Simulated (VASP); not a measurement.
# Al3InN4 (P-4m2) in VASP: relaxation of cell and atoms with PBE

Aim: the relaxation of cell and atoms of Al3InN4 with PBE.

Everything below comes from runs of VASP 6.6.1. Logs are shortened: lines on timing, memory, paths and dates and some standing lists are left out, and cuts for length are marked.

**1. The cell of the first run**

Symmetry: P-4m2, No. 115, tetragonal system. Conventional cell: a = 3.221 Å, b = 3.221 Å, c = 9.139 Å, α = 90.00°, β = 90.00°, γ = 90.00°. Al (site symmetry 2mm) has 4 N at 1.91 to 1.93 Å within 2.5 Å. Within 2.6 Å of Al (site symmetry -4m2) lie 4 N at 1.93 Å. Within 2.8 Å of In (site symmetry -4m2) lie 4 N at 2.15 Å. N (site symmetry 2mm) has 2 Al at 1.91 Å and 2 In at 2.15 Å within 2.5 Å. Within 2.6 Å of N (site symmetry 2mm) lie 4 Al at 1.93 Å.

**2. Relaxation of cell and atoms, PBE**

File INCAR:

```
SYSTEM = Al3InN4
ALGO = Normal
EDIFF = 1E-6
EDIFFG = -0.01
ENCUT = 600
GGA = PE
IBRION = 2
ISIF = 3
ISMEAR = 0
LASPH = .True.
LCHARG = .False.
LREAL = .False.
LWAVE = .False.
NELM = 80
NSW = 100
PREC = Accurate
SIGMA = 0.02
```

File KPOINTS:

```
k-points
0
Gamma
  8 8 4
  0 0 0
```

File POSCAR:

```
Al3InN4
1.0
    3.2207797000      0.0000000000      0.0000000000
    0.0000000000      3.2207797000      0.0000000000
    0.0000000000      0.0000000000      9.1391113000
Al In N
3 1 4
Direct
    0.0000000000      0.0000000000      0.7315420000
    0.0000000000      0.0000000000      0.2684580000
    0.5000000000      0.5000000000      0.5000000000
    0.5000000000      0.5000000000      0.0000000000
    0.5000000000      0.0000000000      0.8445710000
    0.0000000000      0.5000000000      0.1554290000
    0.5000000000      0.0000000000      0.3843440000
    0.0000000000      0.5000000000      0.6156560000
```

Potentials or basis: VASP PAW PBE potentials, release 64 (Al, In_d, N).

On the command line:

```bash
$ cat potpaw_PBE.64/Al/POTCAR potpaw_PBE.64/In_d/POTCAR potpaw_PBE.64/N/POTCAR > POTCAR
$ mpirun -np 1 vasp_std > vasp.out
```

OUTCAR:

```text
SYSTEM = Al3InN4
   EDIFF = 1E-6
   EDIFFG = -0.01
   ENCUT = 600
   GGA = PE
   IBRION = 2
   ISIF = 3
   ISMEAR = 0
   LASPH = .True.
   LREAL = .False.
   NELM = 80
   NSW = 100
   PREC = Accurate

 ion  position               nearest neighbor table
   1  0.000  0.000  0.732-   5 1.91   5 1.91   8 1.93   8 1.93   3 3.11   3 3.11   3 3.11   3 3.11
                             4 3.35   4 3.35   4 3.35   4 3.35
   2  0.000  0.000  0.268-   6 1.91   6 1.91   7 1.93   7 1.93   3 3.11   3 3.11   3 3.11   3 3.11
                             4 3.35   4 3.35   4 3.35   4 3.35
   3  0.500  0.500  0.500-   7 1.93   8 1.93   7 1.93   8 1.93   1 3.11   2 3.11   1 3.11   1 3.11
                             2 3.11   2 3.11   1 3.11   2 3.11
   4  0.500  0.500  0.000-   5 2.15   6 2.15   5 2.15   6 2.15   1 3.35   2 3.35   1 3.35   1 3.35
                             2 3.35   2 3.35   1 3.35   2 3.35
   5  0.500  0.000  0.845-   1 1.91   1 1.91   4 2.15   4 2.15
   6  0.000  0.500  0.155-   2 1.91   2 1.91   4 2.15   4 2.15
   7  0.500  0.000  0.384-   3 1.93   3 1.93   2 1.93   2 1.93
   8  0.000  0.500  0.616-   3 1.93   3 1.93   1 1.93   1 1.93

  LATTYP: Found a simple tetragonal cell.
 ALAT       =     3.2207797000
 C/A-ratio  =     2.8375462314

  Lattice vectors:

 A1 = (   3.2207797000,   0.0000000000,   0.0000000000)
 A2 = (   0.0000000000,   3.2207797000,   0.0000000000)
 A3 = (   0.0000000000,   0.0000000000,   9.1391113000)

Analysis of symmetry for initial positions (statically):
=====================================================================
 Subroutine PRICEL returns:
 Original cell was already a primitive cell.

 Routine SETGRP: Setting up the symmetry group for a
 simple tetragonal supercell.

 Subroutine GETGRP returns: Found  8 space group operations
 (whereof  8 operations were pure point group operations)
 out of a pool of 16 trial point group operations.

The static configuration has the point symmetry D_2d.

Analysis of symmetry for dynamics (positions and initial velocities):
=====================================================================
 Subroutine PRICEL returns:
 Original cell was already a primitive cell.

 Routine SETGRP: Setting up the symmetry group for a
 simple tetragonal supercell.

 Subroutine GETGRP returns: Found  8 space group operations
 (whereof  8 operations were pure point group operations)
 out of a pool of 16 trial point group operations.

The dynamic configuration has the point symmetry D_2d.

 Subroutine INISYM returns: Found  8 space group operations
 (whereof  8 operations are pure point group operations),
 and found     1 'primitive' translations

----------------------------------------------------------------------------------------

                                     Primitive cell

  volume of cell :      94.8039

  direct lattice vectors                    reciprocal lattice vectors
     3.220779700  0.000000000  0.000000000     0.310483825  0.000000000  0.000000000
     0.000000000  3.220779700  0.000000000     0.000000000  0.310483825  0.000000000
     0.000000000  0.000000000  9.139111300     0.000000000  0.000000000  0.109419829

  length of vectors
     3.220779700  3.220779700  9.139111300     0.310483825  0.310483825  0.109419829

  position of ions in fractional coordinates (direct lattice)
     0.000000000  0.000000000  0.731542000
     0.000000000  0.000000000  0.268458000
     0.500000000  0.500000000  0.500000000
     0.500000000  0.500000000  0.000000000
     0.500000000  0.000000000  0.844571000
     0.000000000  0.500000000  0.155429000
     0.500000000  0.000000000  0.384344000
     0.000000000  0.500000000  0.615656000

  ion indices of the primitive-cell ions
   primitive index   ion index
                 1           1
                 2           2
                 3           3
                 4           4
                 5           5
                 6           6
                 7           7
                 8           8

----------------------------------------------------------------------------------------

 KPOINTS: k-points

Automatic generation of k-mesh.
 Grid dimensions read from file:
 generate k-points for:    8    8    4

 Generating k-lattice:

  Cartesian coordinates                     Fractional coordinates (reciprocal lattice)
     0.038810478  0.000000000  0.000000000     0.125000000  0.000000000  0.000000000
     0.000000000  0.038810478  0.000000000     0.000000000  0.125000000  0.000000000
     0.000000000  0.000000000  0.027354957     0.000000000  0.000000000  0.250000000

  Length of vectors
     0.038810478  0.038810478  0.027354957

  Shift w.r.t. Gamma in fractional coordinates (k-lattice)
     0.000000000  0.000000000  0.000000000

 Subroutine IBZKPT returns following result:
 ===========================================

 Found     45 irreducible k-points:

 Following reciprocal coordinates:
            Coordinates               Weight
  0.000000  0.000000  0.000000      1.000000
  0.125000  0.000000  0.000000      4.000000
  0.250000  0.000000  0.000000      4.000000
  0.375000  0.000000  0.000000      4.000000
  0.500000  0.000000  0.000000      2.000000
  0.125000  0.125000  0.000000      4.000000
[... 16 lines left out ...]
  0.375000  0.125000  0.250000     16.000000
  0.500000  0.125000  0.250000      8.000000
 [... further k-points ...]
   k-points           NKPTS =     45   k-points in BZ     NKDIM =     45   number of bands    NBANDS=     26
   number of dos      NEDOS =    301   number of ions     NIONS =      8
   total plane-waves  NPLWV =  62720
   dimension x,y,z NGX =    28 NGY =   28 NGZ =   80
   dimension x,y,z NGXF=    56 NGYF=   56 NGZF=  160
   ions per type =               3   1   4
   NGX,Y,Z   is equivalent  to a cutoff of  14.45, 14.45, 14.55 a.u.
   NGXF,Y,Z  is equivalent  to a cutoff of  28.91, 28.91, 29.10 a.u.
 SYSTEM =  Al3InN4
   PREC   = accura    normal or accurate (medium, high low for compatibility)
   ISTART =      0    job   : 0-new  1-cont  2-samecut
   ICHARG =      2    charge: 1-file 2-atom 10-const
   ISPIN  =      1    spin polarized calculation?
   LNONCOLLINEAR =      F non collinear calculations
   LSORBIT =      F    spin-orbit coupling
   LASPH  =      T    aspherical Exc in radial PAW
   ENCUT  =  600.0 eV  44.10 Ry    6.64 a.u.   6.43  6.43 18.25*2*pi/ulx,y,z
   NELM   =     80;   NELMIN=  2; NELMDL= -5     # of ELM steps
   EDIFF  = 0.1E-05   stopping-criterion for ELM
   LREAL  =      F    real-space projection
   EDIFFG = -.1E-01   stopping-criterion for IOM
   NSW    =    100    number of steps for IOM
   IBRION =      2    ionic relax: 0-MD 1-quasi-New 2-CG
   NFREE  =      1    steps in history (QN), initial steepest desc. (CG)
   ISIF   =      3    stress and relaxation
   ISYM   =      2    0-nonsym 1-usesym 2-fastsym
   POTIM  = 0.5000    time-step for ionic-motion
   TEBEG  =    0.0;   TEEND  =   0.0 temperature during run
   PSTRESS=    0.0 pullay stress
   NELECT =      42.0000    total number of electrons
   NUPDOWN=      -1.0000    fix difference up-down
   EMIN   =  10.00;   EMAX   =-10.00  energy-range for DOS
   EFERMI =   0.00;   METHOD = LEGACY
   ISMEAR =     0;   SIGMA  =   0.02  broadening in eV -4-tet -1-fermi 0-gaus
   EFERMI_NEDOS =   21; number of points for ismear=-14 and -15
   IALGO  =     38    algorithm
   IMIX   =      4    mixing-type and parameters
     AMIX     =   0.40;   BMIX     =  1.00
     AMIX_MAG =   1.60;   BMIX_MAG =  1.00
  volume/ion in A,a.u.               =      11.85        79.97
  Fermi-wavevector in a.u.,A,eV,Ry     =   1.248004  2.358385 21.191259  1.557514
  Thomas-Fermi vector in A             =   2.382110
   LORBIT       =      0    0 simple, 1 ext, 2 COOP (PROOUT), +10 PAW based schemes
   GGA     = PE    functional components
   LHFCALC =     F    Hartree Fock is set to
   AEXX    =    0.0000 exact exchange contribution
   IVDW    =     0    specifies the selected vdW correction
   LEPSILON=     F    determine dielectric tensor
   LRPA    =     F    only Hartree local field effects (RPA)
 conjugate gradient relaxation of ions
 non-spin polarized calculation
 Gauss-broadening in eV      SIGMA  =   0.02
  energy-cutoff  :      600.00
  volume of cell :       94.80
 maximum number of plane-waves:      3197
 NGX is ok and might be reduce to    28
   NGX = 13   NGY = 13   NGZ = 37

--------------------------------------- Ionic step        1  -------------------------------------------

 number of electron      41.9999997 magnetization

 Free energy of the ion-electron system (eV)
  ---------------------------------------------------
  ext. energy  EPLUGINS =         0.00000000
  ---------------------------------------------------
  free energy    TOTEN  =       -54.83266375 eV

  energy without entropy =      -54.83266375  energy(sigma->0) =      -54.83266375

------------------------ aborting loop because EDIFF is reached ----------------------------------------

  FORCE on cell =-STRESS in cart. coord.  units (eV):
  Direction    XX          YY          ZZ          XY          YZ          ZX
  --------------------------------------------------------------------------------------
  -------------------------------------------------------------------------------------
  Total       -0.1566689     -0.1566689     -0.1180275      0.0000000      0.0000000     -0.0000000
  in kB       -2.6476911     -2.6476911     -1.9946556      0.0000000      0.0000000     -0.0000000
  external PRESSURE =      -2.4300126 kB  Pullay stress =       0.0000000 kB
[... 111 lines left out ...]
  energy  without entropy=      -54.8328115306  energy(sigma->0) =      -54.83281153

--------------------------------------- Ionic step        4  -------------------------------------------

 number of electron      41.9999997 magnetization

 Free energy of the ion-electron system (eV)
  ---------------------------------------------------
  ext. energy  EPLUGINS =         0.00000000
  ---------------------------------------------------
  free energy    TOTEN  =       -54.83283437 eV

  energy without entropy =      -54.83283437  energy(sigma->0) =      -54.83283437

 E-fermi :   6.3720     XC(G=0): -10.8391

 val. band max:        6.2868341538   @ k =   0.0000   0.0000   0.0000
 cond. band min:       8.2311480309   @ k =   0.0000   0.0000   0.0000
 fundamental gap:      1.9443138771
 Fermi energy:         6.3720328010

 k-point     1 :       0.0000    0.0000    0.0000
  band No.  band energies     occupation
      1      -8.7319      2.00000
      2      -8.3477      2.00000
      3      -7.5732      2.00000
      4      -7.1105      2.00000
      5      -6.7190      2.00000
      6      -6.7062      2.00000
[... 685 lines left out ...]
     25      13.2083      0.00000
     26      13.9153      0.00000

 [... further k-points ...]
[... 5 lines left out ...]
  --------------------------------------------------------------------------------------
  -------------------------------------------------------------------------------------
  Total       -0.0003409     -0.0003409      0.0062040      0.0000000      0.0000000      0.0000000
  in kB       -0.0057700     -0.0057700      0.1049936      0.0000000      0.0000000      0.0000000
  external PRESSURE =       0.0311512 kB  Pullay stress =       0.0000000 kB
[... 23 lines left out ...]
  FREE ENERGIE OF THE ION-ELECTRON SYSTEM (eV)
  ---------------------------------------------------
  free  energy   TOTEN  =       -54.8328343734 eV

  energy  without entropy=      -54.8328343734  energy(sigma->0) =      -54.83283437

 reached required accuracy - stopping structural energy minimisation
```

Wall time 9.3 min (1 thread of Intel Xeon 8259CL, shared host); peak memory 0.33 GiB.

Results:

| Item | Value |
| --- | --- |
| Free energy | -54.8328 eV |
| Relaxed volume | 11.83 Å³/atom |
| Relaxed cell | a = 3.219 Å, b = 3.219 Å, c = 9.137 Å, α = 90.00°, β = 90.00°, γ = 90.00° |
| Space group after relaxing (to 0.1 Å) | P-4m2 (No. 115) |
| Energy gained by relaxing | 0.0 meV/atom |
| Ionic steps | 4 |
| Pressure after relaxing | 0.0 GPa |
| Largest force after relaxing | 0.006 eV/Å |
| Band gap on the k mesh | 1.94 eV |

Forces in eV/Å, atoms in the order of the input:
```
Al   0.000  0.000 -0.006
Al   0.000  0.000  0.006
Al   0.000  0.000  0.000
In   0.000  0.000  0.000
N    0.000  0.000 -0.003
N    0.000  0.000  0.003
N    0.000  0.000  0.006
N    0.000  0.000 -0.006
```

The path:
```tsv
step	energy change (eV)	largest force (eV/Å)	pressure (GPa)	volume (Å³)
1	0.0000	0.0367	-0.24	94.80
2	-0.0001	0.0209	0.21	94.56
3	-0.0001	0.0141	0.04	94.66
4	-0.0002	0.0061	0.00	94.67
```

Final structure:
```cif
data_structure
_symmetry_space_group_name_H-M 'P 1'
_symmetry_Int_Tables_number 1
_cell_length_a 3.2190
_cell_length_b 3.2190
_cell_length_c 9.1365
_cell_angle_alpha 90.000
_cell_angle_beta 90.000
_cell_angle_gamma 90.000
_cell_volume 94.67
loop_
_atom_site_label
_atom_site_type_symbol
_atom_site_fract_x
_atom_site_fract_y
_atom_site_fract_z
_atom_site_occupancy
Al1 Al 0.00000 0.00000 0.73149 1
Al2 Al 0.00000 0.00000 0.26851 1
Al3 Al 0.50000 0.50000 0.50000 1
In1 In 0.50000 0.50000 0.00000 1
N1 N 0.50000 0.00000 0.84437 1
N2 N 0.00000 0.50000 0.15563 1
N3 N 0.50000 0.00000 0.38434 1
N4 N 0.00000 0.50000 0.61566 1
```

Caveat: spin-orbit coupling is left out, which moves the levels of the heavy elements.
